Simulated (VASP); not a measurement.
Runs of VASP 6.6.1 on HfO2. The structure is that of space group Fm-3m (No. 225), or close to it. The cells are those of the table. 

| level | cell | smearing | gap on the mesh (eV) | pressure (GPa) |
| --- | --- | --- | --- | --- |
| PBE | a = 3.502, b = 3.502, c = 3.426 Å, angles 60.7, 60.7, 58.6°, 3 atoms | fermi-dirac 0.02 eV | (b) | 29.3 |
| r2SCAN | a = 3.577, b = 3.619, c = 3.619 Å, angles 59.2, 60.4, 60.4°, 3 atoms | gaussian 0.01 eV | 4.12 | -9.7 |
| r2SCAN | a = 3.502, b = 3.502, c = 3.426 Å, angles 60.7, 60.7, 58.6°, 3 atoms | gaussian 0.01 eV | 4.08 | 23.2 |
| PBE | a = 3.577, b = 3.619, c = 3.619 Å, angles 59.2, 60.4, 60.4°, 3 atoms | fermi-dirac 0.02 eV | (a) | (c) |

Alike in all rows: task single point; potentials or basis VASP PAW PBE potentials, release 64 (Hf_pv, O); no spin polarisation; k mesh 8 × 8 × 8; cutoff (eV) 520.

Estimate the missing entries.

(a) 3.60; (b) 3.54; (c) -3.6.

Caveats: spin-orbit coupling is left out, which moves the levels of the heavy elements; the PAW data sets were made with another functional, which shifts forces and pressure a little (some runs).

A k mesh can miss the band edges, and the runs leave out spin-orbit coupling on Hf.
